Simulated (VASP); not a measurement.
Set up this calculation in VASP 6.6.1, as the native input.

```
Task                   : relaxation of cell and atoms
Functional             : LDA
Potentials or basis    : VASP PAW LDA potentials, release 64 (Hf_pv, Si, O)
Cutoff                 : 600 eV
k mesh                 : 6 × 6 × 6
Occupations            : gaussian, width 0.02 eV
Spin                   : no spin polarisation
Dipole correction      : no
Further INCAR settings : ALGO = Normal; EDIFF = 1e-06; IBRION = 2; EDIFFG = -0.002; NSW = 100; ISIF = 3
```

The structure of HfSiO4 lies in POSCAR:

```
HfSiO4
1.0
   -3.2767016800      3.2767016800      2.9822469600
    3.2767016800     -3.2767016800      2.9822469600
    3.2767016800      3.2767016800     -2.9822469600
Hf Si O
2 2 8
Direct
    0.0000000000      0.0000000000      0.0000000000
    0.7500000000      0.2500000000      0.5000000000
    0.2500000000      0.7500000000      0.5000000000
    0.5000000000      0.5000000000      0.0000000000
    0.1340875500      0.3192007700      0.8148867800
    0.0692007700      0.7543139900      0.6851132200
    0.0692007700      0.3840875500      0.3148867800
    0.5043139900      0.3192007700      0.1851132200
    0.6807992300      0.4956860100      0.8148867800
    0.6159124500      0.9307992300      0.6851132200
    0.2456860100      0.9307992300      0.3148867800
    0.6807992300      0.8659124500      0.1851132200
```

These files were run (other wordings do the same):

INCAR

```
PREC     = Accurate       # precision mode
ENCUT    = 600            # plane-wave cutoff, eV
EDIFF    = 1E-6           # SCF threshold, eV
ISMEAR   = 0              # smearing method
SIGMA    = 0.02           # smearing width, eV
LREAL    = False          # projectors in reciprocal space
LASPH    = True           # aspherical terms in the spheres
NELM     = 100            # most SCF steps
ALGO     = Normal         # electronic algorithm
ISIF     = 3              # what is computed and relaxed
LWAVE    = False          # write WAVECAR
LCHARG   = False          # write CHGCAR
IBRION   = 2              # ionic algorithm
NSW      = 100            # ionic steps
EDIFFG   = -0.002         # ionic threshold
```

KPOINTS

```
regular mesh
0
Gamma
  6 6 6
```

Potentials or basis: VASP PAW LDA potentials, release 64 (Hf_pv, Si, O).

Run with:

```bash
$ cat potpaw_LDA.64/Hf_pv/POTCAR potpaw_LDA.64/Si/POTCAR potpaw_LDA.64/O/POTCAR > POTCAR
$ mpirun -np 1 vasp_std > vasp.out
```

It gave:

```json
{
  "Relaxed volume": "10.43 Å³/atom",
  "Relaxed cell": "a = 5.469 Å, b = 5.469 Å, c = 5.469 Å, α = 107.02°, β = 107.02°, γ = 114.50°",
  "Space group after relaxing (to 0.1 Å)": "I4_1/amd (No. 141)",
  "Energy gained by relaxing": "5.1 meV/atom",
  "Ionic steps": "12",
  "Pressure after relaxing": "0.0 GPa",
  "Band gap on the k mesh": "5.42 eV (least direct gap 5.82 eV)"
}
```

Caveat: spin-orbit coupling is left out, which moves the levels of the heavy elements.

Wall time 14 min on 1 thread of Intel(R) Xeon(R) 6975P-C (Granite Rapids) (shared host), peak memory 0.42 GiB.
